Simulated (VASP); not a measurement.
# K3Mg4ZnF12 (a cell with a defect) in VASP: single point with PBEsol

Aim: the single point of K3Mg4ZnF12 (a cell with a defect) with PBEsol.

Program: VASP 6.6.1. These are calculated values, not measurements. Logs are shortened: lines on timing, memory, paths and dates and some standing lists are left out, and cuts for length are marked.

## 1. The cell of the first run

The cell holds a defect, 40 atoms: a = 7.983 Å, b = 7.983 Å, c = 7.983 Å, α = 90.00°, β = 90.00°, γ = 90.00°.

## 2. Single point, PBEsol

Contents of INCAR:

```
PREC = Accurate
ENCUT = 520
EDIFF = 1E-7
ISMEAR = -1
SIGMA = 0.05
LREAL = Auto
LASPH = T
NELM = 80
ALGO = Normal
ISIF = 2
LWAVE = F
LCHARG = F
GGA = PS
NBANDS = 157
ISYM = 0
```

Contents of KPOINTS:

```
Automatic mesh
0
Gamma
  1 1 1
  0.25 0.25 0.25
```

Contents of POSCAR:

```
K3Mg4ZnF12
1.0
    7.9825440000      0.0000000000      0.0000000000
    0.0000000000      7.9825440000      0.0000000000
    0.0000000000      0.0000000000      7.9825440000
K Zn Mg F
6 2 8 24
Direct
    0.0123600000      0.0001510000      0.9999510000
    0.0123470000      0.0001610000      0.4999490000
    0.0123550000      0.5001690000      0.9999560000
    0.5122960000      0.0001540000      0.9999510000
    0.5123380000      0.0001720000      0.4999530000
    0.5123230000      0.5001690000      0.9999670000
    0.6522990000      0.5000960000      0.4998180000
    0.3729160000      0.5002340000      0.5001000000
    0.2599140000      0.2473160000      0.2471190000
    0.2598170000      0.2473390000      0.7528170000
    0.2598550000      0.7530020000      0.2471510000
    0.2597990000      0.7530800000      0.7528840000
    0.7649000000      0.2472160000      0.2469980000
    0.7648470000      0.2472950000      0.7527850000
    0.7648840000      0.7530180000      0.2470610000
    0.7647940000      0.7530380000      0.7528210000
    0.2623920000      0.2548310000      0.9999660000
    0.2583250000      0.2560920000      0.4999650000
    0.2623460000      0.7455650000      0.0000120000
    0.2582570000      0.7443050000      0.5000240000
    0.7623300000      0.2547330000      0.9998970000
    0.7666650000      0.2559610000      0.4998830000
    0.7622720000      0.7455210000      0.9999450000
    0.7665990000      0.7442930000      0.4999420000
    0.0124090000      0.2399280000      0.2397290000
    0.0123400000      0.2400100000      0.7600920000
    0.0123740000      0.7603120000      0.2398070000
    0.0123090000      0.7603970000      0.7601810000
    0.5124180000      0.2410420000      0.2408200000
    0.5123400000      0.2411210000      0.7590130000
    0.5123790000      0.7592100000      0.2409040000
    0.5123020000      0.7592850000      0.7590870000
    0.2624240000      0.0001600000      0.2546190000
    0.2623320000      0.0002050000      0.7453930000
    0.2583720000      0.5001550000      0.2559350000
    0.2581850000      0.5002140000      0.7441200000
    0.7623420000      0.0001230000      0.2544950000
    0.7622410000      0.0001710000      0.7453120000
    0.7667330000      0.5001090000      0.2557310000
    0.7665460000      0.5001660000      0.7440360000
```

Potentials or basis: VASP PAW PBE potentials, release 64 (K_sv, Zn, Mg, F).

On the command line:

```bash
> cat potpaw_PBE.64/K_sv/POTCAR potpaw_PBE.64/Zn/POTCAR potpaw_PBE.64/Mg/POTCAR potpaw_PBE.64/F/POTCAR > POTCAR
> mpirun -np 1 vasp_std > vasp.out
```

OUTCAR:

```text
PREC = Accurate
   ENCUT = 520
   EDIFF = 1E-7
   ISMEAR = -1
   LREAL = Auto
   LASPH = T
   NELM = 80
   ISIF = 2
   GGA = PS
   ISYM = 0

 ion  position               nearest neighbor table
   1  0.012  0.000  1.000-  28 2.71  25 2.71  27 2.71  26 2.71  34 2.85  37 2.85  19 2.85  21 2.85
                            17 2.85  23 2.85  33 2.85  38 2.85  13 3.42  12 3.42  15 3.42  10 3.42
   2  0.012  0.000  0.500-  33 2.80  34 2.80  37 2.80  38 2.80  27 2.82  26 2.82  25 2.82  28 2.82
                            22 2.83  24 2.83  20 2.83  18 2.83  13 3.45  11 3.45  14 3.45  12 3.45
   3  0.012  0.500  1.000-  17 2.80  19 2.80  23 2.80  21 2.80  27 2.82  28 2.82  25 2.82  26 2.82
                            39 2.83  36 2.83  40 2.83  35 2.83  15 3.44  12 3.44  10 3.44  13 3.44
   4  0.512  0.000  1.000-  32 2.72  29 2.72  31 2.72  30 2.72  34 2.85  19 2.85  33 2.85  17 2.85
                            38 2.85  37 2.85  23 2.85  21 2.85  12 3.44   9 3.44  13 3.44  16 3.44
   5  0.512  0.000  0.500-  33 2.80  38 2.80  34 2.80  37 2.80  29 2.82  30 2.82  31 2.82  32 2.82
                             9 3.47  11 3.47  16 3.47  14 3.47  10 3.47  12 3.47  13 3.47  15 3.47
   6  0.512  0.500  1.000-  17 2.80  23 2.80  19 2.80  21 2.80  31 2.82  29 2.82  32 2.82  30 2.82
                             9 3.47  11 3.47  10 3.47  16 3.47  15 3.47  12 3.47  13 3.47  14 3.47
   7  0.652  0.500  0.500-  39 2.15  22 2.15  40 2.15  24 2.15   8 2.23  15 2.99  13 2.99  14 2.99
                            16 2.99
   8  0.373  0.500  0.500-  36 2.15  20 2.15  18 2.15  35 2.15   7 2.23  10 2.99  12 2.99  11 2.99
                             9 2.99
   9  0.260  0.247  0.247-  17 1.97  33 1.97  25 1.98  29 2.02  35 2.02  18 2.02   8 2.99   1 3.42
[... 25 lines left out ...]
  27  0.012  0.760  0.240-  11 1.98  15 1.98   1 2.71   2 2.82   3 2.82
  28  0.012  0.760  0.760-  12 1.98  16 1.98   1 2.71   2 2.82   3 2.82
  29  0.512  0.241  0.241-  13 2.02   9 2.02   4 2.72   6 2.82   5 2.82
  30  0.512  0.241  0.759-  14 2.02  10 2.02   4 2.72   6 2.82   5 2.82
  31  0.512  0.759  0.241-  15 2.02  11 2.02   4 2.72   6 2.82   5 2.82
  32  0.512  0.759  0.759-  16 2.02  12 2.02   4 2.72   6 2.82   5 2.82
  33  0.262  0.000  0.255-   9 1.97  11 1.97   5 2.80   2 2.80   4 2.85   1 2.85
  34  0.262  0.000  0.745-  12 1.97  10 1.97   2 2.80   5 2.80   4 2.85   1 2.85
  35  0.258  0.500  0.256-   9 2.02  11 2.02   8 2.15   3 2.83
  36  0.258  0.500  0.744-  12 2.02  10 2.02   8 2.15   3 2.83
  37  0.762  0.000  0.254-  13 1.97  15 1.97   2 2.80   5 2.80   1 2.85   4 2.85
  38  0.762  0.000  0.745-  14 1.97  16 1.97   5 2.80   2 2.80   4 2.85   1 2.85
  39  0.767  0.500  0.256-  13 2.02  15 2.02   7 2.15   3 2.83
  40  0.767  0.500  0.744-  14 2.02  16 2.02   7 2.15   3 2.83

IMPORTANT INFORMATION: All symmetrisations will be switched off!
NOSYMM: (Re-)initialisation of all symmetry stuff for point group C_1.

----------------------------------------------------------------------------------------

                                     Primitive cell

  volume of cell :     508.6558

  direct lattice vectors                    reciprocal lattice vectors
     7.982544000  0.000000000  0.000000000     0.125273346  0.000000000  0.000000000
[... 159 lines left out ...]
   IMIX   =      4    mixing-type and parameters
     AMIX     =   0.40;   BMIX     =  1.00
     AMIX_MAG =   1.60;   BMIX_MAG =  1.00
  volume/ion in A,a.u.               =      12.72        85.81
  Fermi-wavevector in a.u.,A,eV,Ry     =   1.312302  2.479892 23.431106  1.722138
  Thomas-Fermi vector in A             =   2.442704
   LORBIT       =      0    0 simple, 1 ext, 2 COOP (PROOUT), +10 PAW based schemes
   GGA     = PS    functional components
   LHFCALC =     F    Hartree Fock is set to
   AEXX    =    0.0000 exact exchange contribution
   IVDW    =     0    specifies the selected vdW correction
   LEPSILON=     F    determine dielectric tensor
   LRPA    =     F    only Hartree local field effects (RPA)
 non-spin polarized calculation
  energy-cutoff  :      520.00
  volume of cell :      508.66
 maximum number of plane-waves:     13679
   NGX = 29   NGY = 29   NGZ = 29

 number of electron     261.9999964 magnetization

 Free energy of the ion-electron system (eV)
  ---------------------------------------------------
  ext. energy  EPLUGINS =         0.00000000
  ---------------------------------------------------
  free energy    TOTEN  =      -196.38777738 eV

  energy without entropy =     -196.38777738  energy(sigma->0) =     -196.38777738

 E-fermi :   2.4349     XC(G=0):  -9.8599

 val. band max:        1.1602857191   @ k =  -0.2500   0.2500   0.2500
 cond. band min:       5.2257838425   @ k =  -0.2500   0.2500   0.2500
 fundamental gap:      4.0654981235
 Fermi energy:         2.4348588809

 k-point     1 :       0.2500    0.2500    0.2500
  band No.  band energies     occupation
      1     -27.3469      2.00000
      2     -27.3442      2.00000
      3     -27.3125      2.00000
      4     -27.3098      2.00000
      5     -27.1941      2.00000
      6     -27.1718      2.00000
[... 573 lines left out ...]
    142       8.6547      0.00000
    143       8.9299      0.00000
 [bands above 143 left out]

------------------------ aborting loop because EDIFF is reached ----------------------------------------

  FORCE on cell =-STRESS in cart. coord.  units (eV):
  Direction    XX          YY          ZZ          XY          YZ          ZX
  --------------------------------------------------------------------------------------
  -------------------------------------------------------------------------------------
  Total        0.3138054      2.6312107      2.6286234     -0.0061382      0.0011387     -0.0000700
  in kB        0.9884326      8.2878571      8.2797073     -0.0193342      0.0035866     -0.0002206
  external PRESSURE =       5.8519990 kB  Pullay stress =       0.0000000 kB

 VOLUME and BASIS-vectors are now :
 -----------------------------------------------------------------------------
  energy-cutoff  :      520.00
  volume of cell :      508.66
      direct lattice vectors                 reciprocal lattice vectors
     7.982544000  0.000000000  0.000000000     0.125273346  0.000000000  0.000000000
     0.000000000  7.982544000  0.000000000     0.000000000  0.125273346  0.000000000
     0.000000000  0.000000000  7.982544000     0.000000000  0.000000000  0.125273346

 POSITION                                       TOTAL-FORCE (eV/Angst)
 -----------------------------------------------------------------------------------
      0.09866      0.00121      7.98215         0.002465      0.000176      0.000625
      0.09856      0.00129      3.99086         0.002691     -0.000075      0.000585
      0.09862      3.99262      7.98219         0.002513     -0.000443      0.000625
      4.08943      0.00123      7.98215         0.003080      0.000058     -0.000169
      4.08976      0.00137      3.99090         0.002780     -0.000233      0.000266
      4.08964      3.99262      7.98228         0.002966     -0.000398      0.000171
[... 32 lines left out ...]
      6.12048      3.99214      2.04138         0.009984      0.002045     -0.011164
      6.11899      3.99260      5.93930         0.012575      0.000023      0.014928
 -----------------------------------------------------------------------------------
    total drift:                                0.033886     -0.004966      0.002848

  FREE ENERGIE OF THE ION-ELECTRON SYSTEM (eV)
  ---------------------------------------------------
  free  energy   TOTEN  =      -196.3877773815 eV

  energy  without entropy=     -196.3877773815  energy(sigma->0) =     -196.38777738
```

OSZICAR:

```text
N       E                     dE             d eps       ncg     rms          rms(c)
DAV:   1     0.293331035099E+04    0.29333E+04   -0.13164E+05  1256   0.171E+03
DAV:   2     0.140076911523E+03   -0.27932E+04   -0.26878E+04  1416   0.473E+02
[... 11 lines left out ...]
DAV:  14    -0.196387778347E+03    0.43390E-03   -0.18675E-03  1776   0.229E-01    0.700E-02
DAV:  15    -0.196387806365E+03   -0.28018E-04   -0.14311E-03  1512   0.128E-01    0.479E-02
DAV:  16    -0.196387786467E+03    0.19897E-04   -0.92697E-05  1744   0.119E-01    0.325E-02
DAV:  17    -0.196387777317E+03    0.91506E-05   -0.20698E-04  1744   0.834E-02    0.135E-02
DAV:  18    -0.196387777160E+03    0.15701E-06   -0.48393E-05  1776   0.562E-02    0.470E-03
DAV:  19    -0.196387777424E+03   -0.26458E-06   -0.67417E-06  1376   0.811E-03    0.219E-03
DAV:  20    -0.196387777381E+03    0.42925E-07   -0.51869E-07  1464   0.379E-03
   1 F= -.19638778E+03 E0= -.19638778E+03  d E =-.225034E-10
```

stdout:

```text
POSCAR found type information on POSCAR K ZnMgF
 POSCAR found :  4 types and      40 ions
 scaLAPACK will be used
 -----------------------------------------------------------------------------
|                                                                             |
|                                                                             |
|     You enforced a specific xc type in the INCAR file but a different       |
|     I HOPE YOU KNOW WHAT YOU ARE DOING!                                     |
|                                                                             |
 -----------------------------------------------------------------------------

 LDA part: xc-table for (Slater+PW92), standard interpolation
 POSCAR, INCAR and KPOINTS ok, starting setup
 FFT: planning ... GRIDC
 FFT: planning ... GRID_SOFT
 FFT: planning ... GRID
 WAVECAR not read
 entering main loop
```

It took 11 min on 1 thread of Intel Xeon Platinum 8488C (Sapphire Rapids), shared host; peak memory 0.61 GiB.

What came out:

* Free energy: -196.3878 eV
* Pressure: 0.6 GPa
* Largest force: 0.049 eV/Å
* Band gap on the k mesh: 4.07 eV

Forces in eV/Å, atoms in the order of the input:
```
K    0.002  0.000  0.001
K    0.003  0.000  0.001
K    0.003  0.000  0.001
K    0.003  0.000  0.000
K    0.003  0.000  0.000
K    0.003  0.000  0.000
Zn  -0.049  0.001  0.001
Zn   0.042 -0.001 -0.002
Mg  -0.003 -0.005 -0.005
Mg   0.000 -0.006  0.006
Mg  -0.001  0.006 -0.006
Mg  -0.002  0.005  0.004
Mg   0.005 -0.005 -0.005
Mg   0.003 -0.007  0.006
Mg   0.003  0.006 -0.006
Mg   0.005  0.006  0.005
F   -0.002 -0.002  0.000
F   -0.015 -0.023  0.001
F    0.000  0.001  0.000
F   -0.014  0.018 -0.002
F   -0.002 -0.001  0.001
F    0.011 -0.013  0.000
F   -0.001  0.002  0.000
F    0.011  0.014 -0.001
F   -0.001  0.006  0.006
F    0.001  0.005 -0.005
F   -0.002 -0.005  0.005
F   -0.001 -0.006 -0.005
F    0.001  0.006  0.005
F    0.002  0.005 -0.004
F    0.001 -0.003  0.004
F    0.002 -0.004 -0.005
F   -0.001  0.000 -0.003
F   -0.001  0.000  0.002
F   -0.016  0.000 -0.020
F   -0.013 -0.001  0.016
F   -0.002  0.001 -0.001
F   -0.001 -0.001  0.002
F    0.010  0.002 -0.011
F    0.013  0.000  0.015
```

Stress tensor (GPa, compression positive):
```
0.10 0.00 0.00
0.00 0.83 0.00
0.00 0.00 0.83
```

Caveat: the k points lie up to 0.79 Å⁻¹ apart; the PAW data sets were made with another functional, which shifts forces and pressure a little.
